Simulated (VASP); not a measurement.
# CoO (I-4m2) in VASP: relaxation of shape and atoms at fixed volume with PBE

Aim: the relaxation of shape and atoms at fixed volume of CoO with PBE.

Everything below comes from runs of VASP 6.6.1. Logs are shortened: lines on timing, memory, paths and dates and some standing lists are left out, and cuts for length are marked.

## (1) The cell of the first run

The structure is tetragonal, space group I-4m2 (No. 119). Conventional cell: a = 3.270 Å, b = 3.270 Å, c = 4.538 Å, α = 90.00°, β = 90.00°, γ = 90.00°. Within 2.6 Å of Co (site symmetry -4m2) lie 4 O at 1.99 Å. O (site symmetry -4m2) has 4 Co at 1.99 Å within 2.6 Å.

## (2) Relaxation of shape and atoms at fixed volume, PBE, collinear spin, antiferromagnetic start (12.13 Å³/atom)

Input file INCAR:

```
PREC = Accurate
ENCUT = 600
EDIFF = 1E-6
ISMEAR = 0
SIGMA = 0.05
LREAL = F
LASPH = T
NELM = 150
ALGO = Normal
ISIF = 4
LWAVE = F
LCHARG = F
ISPIN = 2
MAGMOM = 2.31 -2.31 0 0
LORBIT = 11
LMAXMIX = 4
GGA = PE
IBRION = 2
NSW = 60
EDIFFG = -0.01
```

Input file KPOINTS:

```
Automatic mesh
0
Gamma
  12 12 6
```

Input file POSCAR:

```
CoO
1.0
    0.0000000000      2.3119903255      2.3119903254
    4.5380068866      2.3119903255      2.3119903254
    4.5380068866      4.6239806509     -0.0000000001
Co O
2 2
Direct
    0.0000000000      0.0000000000      0.0000000000
    0.0000000000      0.0000000000      0.5000000000
    0.2500001652      0.2499998348      0.0000000000
    0.2499998348      0.2500001652      0.5000000000
```

Potentials or basis: VASP PAW PBE potentials, release 64 (Co, O).

The run is started by

```bash
> cat potpaw_PBE.64/Co/POTCAR potpaw_PBE.64/O/POTCAR > POTCAR
> mpirun -np 1 vasp_std > vasp.out
```

OUTCAR:

```text
PREC = Accurate
   ENCUT = 600
   EDIFF = 1E-6
   ISMEAR = 0
   LREAL = F
   LASPH = T
   NELM = 150
   ISIF = 4
   ISPIN = 2
   LORBIT = 11
   GGA = PE
   IBRION = 2
   NSW = 60
   EDIFFG = -0.01

 ion  position               nearest neighbor table
   1  0.000  0.000  0.000-   3 1.99   4 1.99   4 1.99   3 1.99
   2  0.000  0.000  0.500-   4 1.99   3 1.99   3 1.99   4 1.99
   3  0.250  0.250  0.000-   1 1.99   1 1.99   2 1.99   2 1.99
   4  0.250  0.250  0.500-   1 1.99   1 1.99   2 1.99   2 1.99

  LATTYP: Found a simple tetragonal cell.
 ALAT       =     3.2696480743
 C/A-ratio  =     1.3879190615

  Lattice vectors:

 A1 = (   0.0000000000,  -2.3119903255,  -2.3119903254)
 A2 = (   0.0000000000,   2.3119903254,  -2.3119903255)
 A3 = (   4.5380068866,   0.0000000000,   0.0000000000)

Analysis of symmetry for initial positions (statically):
=====================================================================
 Subroutine PRICEL returns following result:

  LATTYP: Found a body centered tetragonal cell.
 ALAT       =     3.2696480743
 C/A-ratio  =     1.3879190615
[... 12 lines left out ...]
 Subroutine GETGRP returns: Found  8 space group operations
 (whereof  8 operations were pure point group operations)
 out of a pool of 16 trial point group operations.

The static configuration has the point symmetry D_2d.

Analysis of symmetry for dynamics (positions and initial velocities):
=====================================================================
 Subroutine PRICEL returns following result:

  LATTYP: Found a body centered tetragonal cell.
 ALAT       =     3.2696480743
 C/A-ratio  =     1.3879190615
[... 12 lines left out ...]
 Subroutine GETGRP returns: Found  8 space group operations
 (whereof  8 operations were pure point group operations)
 out of a pool of 16 trial point group operations.

The dynamic configuration has the point symmetry D_2d.

Analysis of structural, dynamic, and magnetic symmetry:
=====================================================================
 Subroutine PRICEL returns following result:

  LATTYP: Found a body centered tetragonal cell.
 ALAT       =     3.2696480743
 C/A-ratio  =     1.3879190615
[... 12 lines left out ...]
 Subroutine GETGRP returns: Found  8 space group operations
 (whereof  8 operations were pure point group operations)
 out of a pool of 16 trial point group operations.

The overall configuration has the point symmetry D_2d.

 Subroutine INISYM returns: Found  8 space group operations
 (whereof  8 operations are pure point group operations),
 and found     2 'primitive' translations

----------------------------------------------------------------------------------------

                                     Primitive cell

  volume of cell :      24.2570

  direct lattice vectors                    reciprocal lattice vectors
    -2.269003443 -0.000000000 -2.311990325    -0.220361058  0.216263881 -0.216263881
    -2.269003443  0.000000000  2.311990325    -0.220361058  0.216263881  0.216263881
     2.269003443  2.311990325 -0.000000000     0.000000000  0.432527761 -0.000000000

  length of vectors
     3.239394371  3.239394371  3.239394371     0.376960380  0.376960380  0.432527761

  position of ions in fractional coordinates (direct lattice)
     0.000000000  0.000000000  0.000000000
     0.750000165  0.250000165  0.500000000

  ion indices of the primitive-cell ions
   primitive index   ion index
                 1           1
                 2           3

----------------------------------------------------------------------------------------

 KPOINTS: Automatic mesh

Automatic generation of k-mesh.
 Grid dimensions read from file:
 generate k-points for:   12   12    6

 Generating k-lattice:

  Cartesian coordinates                     Fractional coordinates (reciprocal lattice)
    -0.018363422  0.018021990  0.018021990     0.083333333 -0.000000000 -0.000000000
     0.018363422 -0.018021990  0.018021990     0.000000000  0.083333333  0.000000000
     0.000000000  0.036043980 -0.036043980    -0.000000000 -0.000000000  0.166666667

  Length of vectors
     0.031413365  0.031413365  0.050973886

  Shift w.r.t. Gamma in fractional coordinates (k-lattice)
     0.000000000  0.000000000  0.000000000

 Subroutine IBZKPT returns following result:
 ===========================================

 Found    100 irreducible k-points:

 Following reciprocal coordinates:
            Coordinates               Weight
  0.000000  0.000000  0.000000      1.000000
  0.083333  0.000000  0.000000      8.000000
  0.166667 -0.000000  0.000000      8.000000
  0.250000 -0.000000  0.000000      8.000000
  0.333333 -0.000000  0.000000      8.000000
  0.416667  0.000000  0.000000      8.000000
[... 16 lines left out ...]
  0.500000  0.166667 -0.000000      8.000000
 -0.416667  0.166667 -0.000000     16.000000
 [... further k-points ...]
   k-points           NKPTS =    100   k-points in BZ     NKDIM =    100   number of bands    NBANDS=     19
   number of dos      NEDOS =    301   number of ions     NIONS =      4
   total plane-waves  NPLWV =  72576
   dimension x,y,z NGX =    28 NGY =   48 NGZ =   54
   dimension x,y,z NGXF=    56 NGYF=   96 NGZF=  108
   ions per type =               2   2
   NGX,Y,Z   is equivalent  to a cutoff of  14.24, 14.27, 13.86 a.u.
   NGXF,Y,Z  is equivalent  to a cutoff of  28.47, 28.53, 27.71 a.u.
 SYSTEM =  unknown system
   PREC   = accura    normal or accurate (medium, high low for compatibility)
   ISTART =      0    job   : 0-new  1-cont  2-samecut
   ICHARG =      2    charge: 1-file 2-atom 10-const
   ISPIN  =      2    spin polarized calculation?
   LNONCOLLINEAR =      F non collinear calculations
   LSORBIT =      F    spin-orbit coupling
   LASPH  =      T    aspherical Exc in radial PAW
   ENCUT  =  600.0 eV  44.10 Ry    6.64 a.u.   6.53 11.17 12.94*2*pi/ulx,y,z
   NELM   =    150;   NELMIN=  2; NELMDL= -5     # of ELM steps
   EDIFF  = 0.1E-05   stopping-criterion for ELM
   LREAL  =      F    real-space projection
   EDIFFG = -.1E-01   stopping-criterion for IOM
   NSW    =     60    number of steps for IOM
   IBRION =      2    ionic relax: 0-MD 1-quasi-New 2-CG
   NFREE  =      1    steps in history (QN), initial steepest desc. (CG)
   ISIF   =      4    stress and relaxation
   ISYM   =      2    0-nonsym 1-usesym 2-fastsym
   POTIM  = 0.5000    time-step for ionic-motion
   TEBEG  =    0.0;   TEEND  =   0.0 temperature during run
   PSTRESS=    0.0 pullay stress
   NELECT =      30.0000    total number of electrons
   NUPDOWN=      -1.0000    fix difference up-down
   EMIN   =  10.00;   EMAX   =-10.00  energy-range for DOS
   EFERMI =   0.00;   METHOD = LEGACY
   ISMEAR =     0;   SIGMA  =   0.05  broadening in eV -4-tet -1-fermi 0-gaus
   EFERMI_NEDOS =   21; number of points for ismear=-14 and -15
   IALGO  =     38    algorithm
   IMIX   =      4    mixing-type and parameters
     AMIX     =   0.40;   BMIX     =  1.00
     AMIX_MAG =   1.60;   BMIX_MAG =  1.00
  volume/ion in A,a.u.               =      12.13        81.85
  Fermi-wavevector in a.u.,A,eV,Ry     =   1.394739  2.635674 26.467360  1.945296
  Thomas-Fermi vector in A             =   2.518259
   LORBIT       =     11    0 simple, 1 ext, 2 COOP (PROOUT), +10 PAW based schemes
   GGA     = PE    functional components
   LHFCALC =     F    Hartree Fock is set to
   AEXX    =    0.0000 exact exchange contribution
   IVDW    =     0    specifies the selected vdW correction
   LEPSILON=     F    determine dielectric tensor
   LRPA    =     F    only Hartree local field effects (RPA)
 conjugate gradient relaxation of ions
 spin polarized calculation
 Gauss-broadening in eV      SIGMA  =   0.05
  energy-cutoff  :      600.00
  volume of cell :       48.51
 maximum number of plane-waves:      1666
 NGX is ok and might be reduce to    28
   NGX = 13   NGY = 23   NGZ = 25

--------------------------------------- Ionic step        1  -------------------------------------------

 number of electron      30.0000005 magnetization      -0.0000000

 Free energy of the ion-electron system (eV)
  ---------------------------------------------------
  ext. energy  EPLUGINS =         0.00000000
  ---------------------------------------------------
  free energy    TOTEN  =       -26.84305566 eV

  energy without entropy =      -26.84255748  energy(sigma->0) =      -26.84280657

------------------------ aborting loop because EDIFF is reached ----------------------------------------

  FORCE on cell =-STRESS in cart. coord.  units (eV):
  Direction    XX          YY          ZZ          XY          YZ          ZX
  --------------------------------------------------------------------------------------
  -------------------------------------------------------------------------------------
  Total       -2.3306222     -2.4459750     -2.4459750     -0.0000000      0.0000000      0.0000000
  in kB      -76.9689011    -80.7784341    -80.7784341     -0.0000000      0.0000000      0.0000000
  external PRESSURE =     -79.5085897 kB  Pullay stress =       0.0000000 kB
[... 63 lines left out ...]
--------------------------------------- Ionic step        3  -------------------------------------------

 number of electron      30.0000006 magnetization      -0.0000000

 Free energy of the ion-electron system (eV)
  ---------------------------------------------------
  ext. energy  EPLUGINS =         0.00000000
  ---------------------------------------------------
  free energy    TOTEN  =       -26.84331384 eV

  energy without entropy =      -26.84284190  energy(sigma->0) =      -26.84307787

 E-fermi :   5.6578     XC(G=0): -10.8614

 val. band max:        5.6322026114   @ k =   0.5000  -0.0000   0.5000
 cond. band min:       5.6598230997   @ k =   0.0000   0.0000   0.5000
 fundamental gap:      0.0276204882
 Fermi energy:         5.6577983443

 spin component 1

 k-point     1 :       0.0000    0.0000    0.0000
  band No.  band energies     occupation
      1     -13.9546      1.00000
      2     -13.2081      1.00000
      3      -1.0026      1.00000
      4      -0.0112      1.00000
      5      -0.0111      1.00000
      6       0.0735      1.00000
[... 517 lines left out ...]
     18       6.8526      0.00000
     19      10.9697      0.00000

 [... further k-points ...]

 spin component 2

 k-point     1 :       0.0000    0.0000    0.0000
  band No.  band energies     occupation
      1     -13.9546      1.00000
      2     -13.2081      1.00000
      3      -1.0026      1.00000
      4      -0.0112      1.00000
      5      -0.0111      1.00000
      6       0.0735      1.00000
[... 550 lines left out ...]
  FREE ENERGIE OF THE ION-ELECTRON SYSTEM (eV)
  ---------------------------------------------------
  free  energy   TOTEN  =       -26.8433138428 eV

  energy  without entropy=      -26.8428419034  energy(sigma->0) =      -26.84307787

 reached required accuracy - stopping structural energy minimisation

 total charge

# of ion       s       p       d       tot
------------------------------------------
    1        0.330   0.399   7.176   7.905
    2        0.330   0.399   7.176   7.905
    3        1.548   3.416   0.000   4.964
    4        1.548   3.416   0.000   4.964
--------------------------------------------------
tot          3.756   7.630  14.352  25.738

 magnetization (x)

# of ion       s       p       d       tot
------------------------------------------
    1        0.009   0.043   2.225   2.277
    2       -0.009  -0.043  -2.225  -2.277
    3        0.000   0.000   0.000   0.000
    4        0.000   0.000   0.000   0.000
--------------------------------------------------
tot          0.000  -0.000   0.000  -0.000
```

Run time: 26 min. Hardware: 1 thread of Oxide Virtual Turin-like, shared host; peak memory 0.37 GiB.

What came out:

```
Free energy                                           : -26.8433 eV
Energy gained by relaxing                             : 0.1 meV/atom
Ionic steps                                           : 3
Pressure after relaxing                               : -7.9 GPa
Band gap on the k mesh                                : 0.01 eV
Net moment                                            : 0.00 μB per cell
Site moments                                          : Co +2.28, -2.28; O +0.00 μB
Valence electrons inside the program's atomic spheres : Co 7.91; O 4.96
```

Step by step:
```tsv
step	energy change (eV)	largest force (eV/Å)	pressure (GPa)	volume (Å³)
1	0.0000	0.0000	-7.95	48.51
2	-0.0001	0.0000	-7.95	48.51
3	-0.0003	0.0000	-7.93	48.51
```

Final structure:
```yaml
crystal:
  lattice:
    - [0.00000, 2.30771, 2.30771]
    - [4.55486, 2.30771, 2.30771]
    - [4.55486, 4.61542, 0.00000]
  atoms:
    - { symbol: Co, position: [0.00000, 0.00000, 0.00000] }
    - { symbol: Co, position: [0.00000, 0.00000, 0.50000] }
    - { symbol: O, position: [0.25000, 0.25000, 0.00000] }
    - { symbol: O, position: [0.25000, 0.25000, 0.50000] }
```

Caveat: the smearing spreads over this small gap.
